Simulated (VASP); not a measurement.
# SiC (Moissanite) (P6_3mc) in VASP: notebook

SiC (Moissanite) is run at these levels: r2SCAN; tasks: single point.

Everything below comes from runs of VASP 6.6.1. Logs are shortened: lines on timing, memory, paths and dates and some standing lists are left out, and cuts for length are marked.

### 1 The cell of the first run

Symmetry: P6_3mc, No. 186, hexagonal system. The conventional cell has a = 3.076 Å, b = 3.076 Å, c = 5.048 Å, α = 90.00°, β = 90.00°, γ = 120.00°. Within 2.5 Å of Si (site symmetry 3m) lie 4 C at 1.87 to 1.94 Å. C (site symmetry 3m) has 4 Si at 1.87 to 1.94 Å within 2.5 Å.

### 2 Single point, r2SCAN

POSCAR

```
SiC
1.0
    3.0760000000      0.0000000000      0.0000000000
   -1.5380000000      2.6638940000      0.0000000000
    0.0000000000      0.0000000000      5.0480000000
Si C
2 2
Direct
    0.3333333333      0.6666666667      0.0000000000
    0.6666666667      0.3333333333      0.5000000000
    0.3333333333      0.6666666667      0.3850000000
    0.6666666667      0.3333333333      0.8850000000
```

INCAR.step1

```
SYSTEM = SiC
ALGO     = Normal         ! electronic algorithm
EDIFF    = 1E-4           ! SCF threshold, eV
ENCUT    = 520            ! plane-wave cutoff, eV
GGA      = PE             ! functional
ISMEAR   = 0              ! smearing method
LASPH    = .True.         ! aspherical terms in the spheres
LCHARG   = .False.        ! write CHGCAR
LREAL    = .False.        ! projectors in reciprocal space
LWAVE    = .True.         ! write WAVECAR
NBANDS   = 16             ! bands
NELM     = 60             ! most SCF steps
PREC     = Accurate       ! precision mode
SIGMA    = 0.01           ! smearing width, eV
```

INCAR.step2

```
SYSTEM = SiC
ALGO     = Normal         ! electronic algorithm
EDIFF    = 1E-6           ! SCF threshold, eV
ENCUT    = 520            ! plane-wave cutoff, eV
ISIF     = 2              ! what is computed and relaxed
ISMEAR   = 0              ! smearing method
ISTART   = 1            
LASPH    = .True.         ! aspherical terms in the spheres
LCHARG   = .True.         ! write CHGCAR
LELF     = .True.         ! ELF
LMIXTAU  = .True.       
LREAL    = .False.        ! projectors in reciprocal space
LVHAR    = .True.       
LWAVE    = .False.        ! write WAVECAR
METAGGA  = R2SCAN         ! meta-GGA
NBANDS   = 16             ! bands
NELM     = 60             ! most SCF steps
PREC     = Accurate       ! precision mode
SIGMA    = 0.01           ! smearing width, eV
```

KPOINTS

```
k-points
0
Gamma
  3 3 2
  0 0 0
```

Potentials or basis: VASP PAW PBE potentials, release 64 (Si, C).

Started as:

```
$ cat potpaw_PBE.64/Si/POTCAR potpaw_PBE.64/C/POTCAR > POTCAR
$ cp INCAR.step1 INCAR
$ mpirun -np 1 vasp_std > vasp.out
$ cp INCAR.step2 INCAR
$ mpirun -np 1 vasp_std > vasp.out
```

OUTCAR:

```text
SYSTEM = SiC
   EDIFF = 1E-6
   ENCUT = 520
   ISIF = 2
   ISMEAR = 0
   ISTART = 1
   LASPH = .True.
   LREAL = .False.
   METAGGA = R2SCAN
   NELM = 60
   PREC = Accurate

 ion  position               nearest neighbor table
   1  0.333  0.667  0.000-   4 1.87   4 1.87   4 1.87   3 1.94   2 3.09   2 3.09   2 3.09   2 3.09
                             2 3.09   2 3.09
   2  0.667  0.333  0.500-   3 1.87   3 1.87   3 1.87   4 1.94   1 3.09   1 3.09   1 3.09   1 3.09
                             1 3.09   1 3.09
   3  0.333  0.667  0.385-   2 1.87   2 1.87   2 1.87   1 1.94
   4  0.667  0.333  0.885-   1 1.87   1 1.87   1 1.87   2 1.94

  LATTYP: Found a hexagonal cell.
 ALAT       =     3.0760000000
 C/A-ratio  =     1.6410923277

  Lattice vectors:

 A1 = (   3.0760000000,   0.0000000000,   0.0000000000)
 A2 = (  -1.5380000000,   2.6638940000,   0.0000000000)
 A3 = (   0.0000000000,   0.0000000000,   5.0480000000)

Analysis of symmetry for initial positions (statically):
=====================================================================
 Subroutine PRICEL returns:
 Original cell was already a primitive cell.

 Routine SETGRP: Setting up the symmetry group for a
 hexagonal supercell.

 Subroutine GETGRP returns: Found 12 space group operations
 (whereof  6 operations were pure point group operations)
 out of a pool of 24 trial point group operations.

The static configuration has the point symmetry C_3v.
 The point group associated with its full space group is C_6v.

Analysis of symmetry for dynamics (positions and initial velocities):
=====================================================================
 Subroutine PRICEL returns:
 Original cell was already a primitive cell.

 Routine SETGRP: Setting up the symmetry group for a
 hexagonal supercell.

 Subroutine GETGRP returns: Found 12 space group operations
 (whereof  6 operations were pure point group operations)
 out of a pool of 24 trial point group operations.

The dynamic configuration has the point symmetry C_3v.
 The point group associated with its full space group is C_6v.

 Subroutine INISYM returns: Found 12 space group operations
 (whereof  6 operations are pure point group operations),
 and found     1 'primitive' translations

----------------------------------------------------------------------------------------
[... 78 lines left out ...]
   EDIFF  = 0.1E-05   stopping-criterion for ELM
   LREAL  =      F    real-space projection
   EDIFFG = 0.1E-04   stopping-criterion for IOM
   NSW    =      0    number of steps for IOM
   IBRION =     -1    ionic relax: 0-MD 1-quasi-New 2-CG
   NFREE  =      0    steps in history (QN), initial steepest desc. (CG)
   ISIF   =      2    stress and relaxation
   ISYM   =      2    0-nonsym 1-usesym 2-fastsym
   POTIM  = 0.5000    time-step for ionic-motion
   TEBEG  =    0.0;   TEEND  =   0.0 temperature during run
   PSTRESS=    0.0 pullay stress
   NELECT =      16.0000    total number of electrons
   NUPDOWN=      -1.0000    fix difference up-down
   EMIN   =  10.00;   EMAX   =-10.00  energy-range for DOS
   EFERMI =   0.00;   METHOD = LEGACY
   ISMEAR =     0;   SIGMA  =   0.01  broadening in eV -4-tet -1-fermi 0-gaus
   EFERMI_NEDOS =   21; number of points for ismear=-14 and -15
   IALGO  =     38    algorithm
   IMIX   =      4    mixing-type and parameters
     AMIX     =   0.40;   BMIX     =  1.00
     AMIX_MAG =   1.60;   BMIX_MAG =  1.00
  volume/ion in A,a.u.               =      10.34        69.78
  Fermi-wavevector in a.u.,A,eV,Ry     =   1.192817  2.254098 19.358550  1.422813
  Thomas-Fermi vector in A             =   2.328847
   LORBIT       =      0    0 simple, 1 ext, 2 COOP (PROOUT), +10 PAW based schemes
   METAGGA = R2SCAN    functional components
   LHFCALC =     F    Hartree Fock is set to
   AEXX    =    0.0000 exact exchange contribution
   IVDW    =     0    specifies the selected vdW correction
   LEPSILON=     F    determine dielectric tensor
   LRPA    =     F    only Hartree local field effects (RPA)
 non-spin polarized calculation
 Gauss-broadening in eV      SIGMA  =   0.01
  energy-cutoff  :      520.00
  volume of cell :       41.36
 maximum number of plane-waves:      1116
 NGX is ok and might be reduce to    24
   NGX = 11   NGY = 11   NGZ = 19

 number of electron      16.0000000 magnetization

 Free energy of the ion-electron system (eV)
  ---------------------------------------------------
  ext. energy  EPLUGINS =         0.00000000
  ---------------------------------------------------
  free energy    TOTEN  =       -38.12345028 eV

  energy without entropy =      -38.12345028  energy(sigma->0) =      -38.12345028

 E-fermi :   8.4338     XC(G=0): -11.9012

 val. band max:        8.3908303624   @ k =   0.0000   0.0000   0.0000
 cond. band min:      11.0046911320   @ k =   0.3333   0.3333   0.0000
 fundamental gap:      2.6138607696
 Fermi energy:         8.4338339100

 k-point     1 :       0.0000    0.0000    0.0000
  band No.  band energies     occupation
      1      -8.1661      2.00000
      2      -4.5818      2.00000
      3      -0.6597      2.00000
      4       6.7162      2.00000
      5       6.7162      2.00000
      6       8.0771      2.00000
[... 91 lines left out ...]
      3       0.1560      2.00000
      4       0.1560      2.00000
      5       2.2883      2.00000
      6       2.2883      2.00000
[... 8 lines left out ...]
     15      20.4428      0.00000
     16      20.4428      0.00000

------------------------ aborting loop because EDIFF is reached ----------------------------------------

  FORCE on cell =-STRESS in cart. coord.  units (eV):
  Direction    XX          YY          ZZ          XY          YZ          ZX
  --------------------------------------------------------------------------------------
  -------------------------------------------------------------------------------------
  Total        0.7484191      0.7484191     -1.0695054      0.0000000      0.0000000      0.0000000
  in kB       28.9889741     28.9889711    -41.4258043      0.0000000      0.0000000      0.0000000
  external PRESSURE =       5.5173803 kB  Pullay stress =       0.0000000 kB

 VOLUME and BASIS-vectors are now :
 -----------------------------------------------------------------------------
  energy-cutoff  :      520.00
  volume of cell :       41.36
      direct lattice vectors                 reciprocal lattice vectors
     3.076000000  0.000000000  0.000000000     0.325097529  0.187695156  0.000000000
    -1.538000000  2.663894000  0.000000000     0.000000000  0.375390312  0.000000000
     0.000000000  0.000000000  5.048000000     0.000000000  0.000000000  0.198098257

 POSITION                                       TOTAL-FORCE (eV/Angst)
 -----------------------------------------------------------------------------------
     -0.00000      1.77593      0.00000         0.000000     -0.000000      0.602648
      1.53800      0.88796      2.52400        -0.000000     -0.000000      0.602648
     -0.00000      1.77593      1.94348         0.000000      0.000000     -0.602648
      1.53800      0.88796      4.46748        -0.000000     -0.000000     -0.602648
 -----------------------------------------------------------------------------------
    total drift:                               -0.000000      0.000000      0.000286

  FREE ENERGIE OF THE ION-ELECTRON SYSTEM (eV)
  ---------------------------------------------------
  free  energy   TOTEN  =       -38.1234502776 eV

  energy  without entropy=      -38.1234502776  energy(sigma->0) =      -38.12345028
```

It took 20 s on 1 thread of AMD EPYC 7R13 (Zen 3), shared host; peak memory 0.12 GiB.

Results:

```
Free energy            : -38.1235 eV
Pressure               : 0.6 GPa
Largest force          : 0.603 eV/Å
Band gap on the k mesh : 2.61 eV, indirect (least direct gap 4.88 eV)
```

Forces in eV/Å, atoms in the order of the input:
```
Si   0.000  0.000  0.603
Si   0.000  0.000  0.603
C    0.000  0.000 -0.603
C    0.000  0.000 -0.603
```

Stress tensor (GPa, compression positive):
```
 2.90  0.00  0.00
 0.00  2.90  0.00
 0.00  0.00 -4.14
```

Caveat: the k points lie up to 0.79 Å⁻¹ apart; the PAW data sets were made with another functional, which shifts forces and pressure a little.

### 3 Single point, r2SCAN

POSCAR is that of step 2.

INCAR.step1

```
ALGO = Normal
EDIFF = 1E-4
ENCUT = 520
GGA = PE
ISMEAR = 0
LASPH = True
LCHARG = False
LREAL = False
LWAVE = True
NBANDS = 16
NELM = 80
PREC = Accurate
SIGMA = 0.01
```

INCAR.step2

```
ALGO = Normal
EDIFF = 1E-6
ENCUT = 520
ISIF = 2
ISMEAR = 0
ISTART = 1
LASPH = True
LCHARG = False
LMIXTAU = True
LREAL = False
LWAVE = False
METAGGA = R2SCAN
NBANDS = 16
NELM = 80
PREC = Accurate
SIGMA = 0.01
```

KPOINTS

```
k-points
0
Gamma
  4 4 3
```

Potentials or basis: VASP PAW PBE potentials, release 64 (Si, C).

Started as:

```
$ cat potpaw_PBE.64/Si/POTCAR potpaw_PBE.64/C/POTCAR > POTCAR
$ cp INCAR.step1 INCAR
$ mpirun -np 1 vasp_std > vasp.out
$ cp INCAR.step2 INCAR
$ mpirun -np 1 vasp_std > vasp.out
```

Wall time 28 s (1 thread of AMD EPYC 7R13 (Zen 3), shared host); peak memory 0.12 GiB.

It converged, with:

| Property | Result |
| --- | --- |
| Free energy | -38.4750 eV |
| Pressure | 0.1 GPa |
| Largest force | 0.728 eV/Å |
| Band gap on the k mesh | 3.00 eV, indirect (least direct gap 4.57 eV) |

Forces on the atoms (eV/Å):
```
Si   0.000  0.000  0.728
Si   0.000  0.000  0.728
C    0.000  0.000 -0.728
C    0.000  0.000 -0.728
```

Stress tensor (GPa, compression positive):
```
 1.72  0.00  0.00
 0.00  1.72  0.00
 0.00  0.00 -3.23
```

Levels at points of the mesh, in eV from the valence-band top:
```tsv
k point	band 4	band 5	band 6	band 7	band 8	band 9	band 10	band 11	band 12	band 13
(0.00, 0.00, 0.00)	-1.66	-1.66	-0.30	-0.30	0.00	5.17	6.55	6.99	6.99	8.11
(0.50, 0.00, 0.00)	-6.83	-5.64	-3.73	-3.35	-1.57	3.00	4.61	7.30	7.68	10.37
```

Caveat: the k points lie up to 0.59 Å⁻¹ apart; the PAW data sets were made with another functional, which shifts forces and pressure a little.

### 4 Single point, r2SCAN

POSCAR is that of step 3.

INCAR.step1

```
SYSTEM = SiC
PREC = Accurate
ENCUT = 520
ISMEAR = 0
SIGMA = 0.01
LREAL = .FALSE.
LASPH = .TRUE.
NELM = 60
NBANDS = 16
GGA = PE
ALGO = Normal
EDIFF = 1E-4
LWAVE = .TRUE.
LCHARG = .FALSE.
```

INCAR.step2

```
SYSTEM = SiC
PREC = Accurate
ENCUT = 520
EDIFF = 1E-6
ISMEAR = 0
SIGMA = 0.01
LREAL = .FALSE.
LASPH = .TRUE.
NELM = 60
ALGO = Normal
ISIF = 2
LWAVE = .FALSE.
LCHARG = .FALSE.
METAGGA = R2SCAN
LMIXTAU = .TRUE.
NBANDS = 16
ISTART = 1
```

KPOINTS

```
regular mesh
0
G
  5 5 3
  0 0 0
```

Started as:

```
$ cat potpaw_PBE.64/Si/POTCAR potpaw_PBE.64/C/POTCAR > POTCAR
$ cp INCAR.step1 INCAR
$ mpirun -np 1 vasp_std > vasp.out
$ cp INCAR.step2 INCAR
$ mpirun -np 1 vasp_std > vasp.out
```

Run time: 31 s. Hardware: 1 thread of AMD EPYC 7R13 (Zen 3), shared host; peak memory 0.13 GiB.

Results (log left out):

- Free energy: -38.5629 eV
- Pressure: 0.0 GPa
- Largest force: 0.758 eV/Å
- Band gap on the k mesh: 3.25 eV, indirect (least direct gap 4.70 eV)

Forces in eV/Å, atoms in the order of the input:
```
Si   0.000  0.000  0.758
Si   0.000  0.000  0.758
C    0.000  0.000 -0.758
C    0.000  0.000 -0.758
```

Stress tensor (GPa, compression positive):
```
 1.43  0.00  0.00
 0.00  1.43  0.00
 0.00  0.00 -2.84
```

Levels at points of the mesh, in eV from the valence-band top:
```
           k point  band 5  band 6  band 7  band 8  band 9  band 10  band 11  band 12
(0.00, 0.00, 0.00)   -1.65   -0.30   -0.30    0.00    5.18     6.56     7.00     7.00
```

Caveat: the k points lie up to 0.47 Å⁻¹ apart; the PAW data sets were made with another functional, which shifts forces and pressure a little.

### 5 Single point, r2SCAN

POSCAR is that of step 4.

INCAR.step1

```
  PREC = Accurate
  ENCUT = 520
  ISMEAR = 0
  SIGMA = 0.01
  LREAL = False
  LASPH = True
  NELM = 60
  NBANDS = 16
  GGA = PE
  ALGO = Normal
  EDIFF = 1E-4
  LWAVE = True
  LCHARG = False
```

INCAR.step2

```
  PREC = Accurate
  ENCUT = 520
  EDIFF = 1E-6
  ISMEAR = 0
  SIGMA = 0.01
  LREAL = False
  LASPH = True
  NELM = 60
  ALGO = Normal
  ISIF = 2
  LWAVE = False
  LCHARG = False
  METAGGA = R2SCAN
  LMIXTAU = True
  NBANDS = 16
  ISTART = 1
```

KPOINTS

```
regular mesh
0
Gamma
  6 6 4
```

Started as:

```
$ cat potpaw_PBE.64/Si/POTCAR potpaw_PBE.64/C/POTCAR > POTCAR
$ cp INCAR.step1 INCAR
$ mpirun -np 1 vasp_std > vasp.out
$ cp INCAR.step2 INCAR
$ mpirun -np 1 vasp_std > vasp.out
```

It took 50 s on 1 thread of AMD EPYC 7R13 (Zen 3), shared host; peak memory 0.13 GiB.

Results (log left out):

```
Free energy            : -38.5921 eV
Pressure               : 0.0 GPa
Largest force          : 0.764 eV/Å
Band gap on the k mesh : 2.70 eV, indirect (least direct gap 4.59 eV)
```

Forces in eV/Å, atoms in the order of the input:
```
Si   0.000  0.000  0.764
Si   0.000  0.000  0.764
C    0.000  0.000 -0.764
C    0.000  0.000 -0.764
```

Stress tensor (GPa, compression positive):
```
 1.40  0.00  0.00
 0.00  1.40  0.00
 0.00  0.00 -2.82
```

Levels at points of the mesh, in eV from the valence-band top:
| k point | band 4 | band 5 | band 6 | band 7 | band 8 | band 9 | band 10 | band 11 | band 12 | band 13 |
| --- | --- | --- | --- | --- | --- | --- | --- | --- | --- | --- |
| (0.00, 0.00, 0.00) | -1.65 | -1.65 | -0.30 | -0.30 | 0.00 | 5.18 | 6.57 | 7.01 | 7.01 | 8.13 |
| (0.50, 0.00, 0.00) | -6.82 | -5.63 | -3.72 | -3.34 | -1.57 | 3.02 | 4.62 | 7.32 | 7.71 | 10.39 |
| (0.00, 0.00, 0.50) | -4.65 | -1.03 | -1.03 | -1.03 | -1.03 | 6.29 | 6.29 | 7.69 | 7.69 | 7.69 |
| (0.50, 0.00, 0.50) | -8.75 | -2.82 | -2.82 | -2.46 | -2.46 | 3.59 | 3.59 | 5.51 | 5.51 | 11.10 |

Caveat: the PAW data sets were made with another functional, which shifts forces and pressure a little.

(Continued in part 2 of 2.)
